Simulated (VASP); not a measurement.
Runs of VASP 6.6.1 on BN. The typed cell holds 2 atoms: a = 2.508 Å, b = 2.508 Å, c = 3.274 Å, α = 101.11°, β = 101.11°, γ = 119.81°. 

| level | k mesh | smearing | gap on the mesh (eV) | pressure (GPa) | largest force (eV/Å) |
| --- | --- | --- | --- | --- | --- |
| RPBE | 4 × 4 × 4 | gaussian 0.1 eV | 3.11 | 9.1 | (a) |
| RPBE+D3(BJ) | 4 × 4 × 4 | gaussian 0.1 eV | 3.11 | -1.0 | 2.79 |
| PBE | 3 × 3 × 2 | methfessel-paxton 0.136057 eV | 4.35 | (b) | (c) |
| PBE | 5 × 5 × 4 | gaussian 0.1 eV | 3.51 | (d) | 2.73 |
| PBE | 2 × 2 × 6, shifted | tetrahedron | 3.39 | 3.0 | 2.43 |

Alike in all rows: task single point; potentials or basis VASP PAW PBE potentials, release 64 (B, N); no spin polarisation; cell as given; cutoff (eV) 600.

Q: Estimate the missing entries.

A: (a) 2.80; (b) 9.0; (c) 4.80; (d) 4.9.

Caveats: all runs use coarse meshes; forces of over 1 eV/Å act on the atoms, so gaps and moduli don't describe the material at rest (some runs); the PAW data sets were made with another functional, which shifts forces and pressure a little (some runs); three body term missing (some runs).

A k mesh can miss the band edges.
